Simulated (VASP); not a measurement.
Runs of VASP 6.6.1 on PtS2. The structure is trigonal, space group P-3m1 (No. 164). The conventional cell has a = 3.553 Å, b = 3.553 Å, c = 5.123 Å, α = 90.00°, β = 90.00°, γ = 120.00°. Within 3.2 Å of Pt (site symmetry -3m) lie 6 S at 2.39 Å. Within 3.2 Å of S (site symmetry 3m) lie 3 Pt at 2.39 Å and 3 S at 3.20 Å. 

| level | potentials or basis | spin | k mesh | cutoff (eV) | smearing | gap on the mesh (eV) | pressure (GPa) | largest force (eV/Å) |
| --- | --- | --- | --- | --- | --- | --- | --- | --- |
| PBE | VASP PAW PBE potentials, release 64 (Pt, S) | non-collinear, zero start, SOC | 6 × 6 × 4 | 500 | fermi-dirac 0.02 eV | - | (b) | 0.06 |
| r2SCAN | VASP PAW PBE potentials, release 64 (Pt, S) | off | 6 × 6 × 4 | 550 | gaussian 0.01 eV | 0.98 | 1.3 | 0.05 |
| PBEsol | VASP PAW PBE potentials, release 64 (Pt, S) | off | 6 × 6 × 4 | 500 | gaussian 0.01 eV | 0.79 | -1.6 | 0.23 |
| LDA | VASP PAW LDA potentials, release 64 (Pt, S) | off | 6 × 6 × 2 | 500 | gaussian 0.01 eV | 0.75 | -4.0 | 0.32 |
| PBE | VASP PAW PBE potentials, release 64 (Pt, S) | off | 6 × 6 × 4 | 500 | gaussian 0.01 eV | 0.85 | (a) | 0.03 |

Alike in all rows: task single point; cell as given.

Q: Fill in the values left out.

A: (a) 3.2; (b) 3.4.

Caveats: some runs use coarse meshes; spin-orbit coupling is left out, which moves the levels of the heavy elements (some runs); the PAW data sets were made with another functional, which shifts forces and pressure a little (some runs).

A k mesh can miss the band edges, and rows without SOC leave out spin-orbit coupling on Pt.
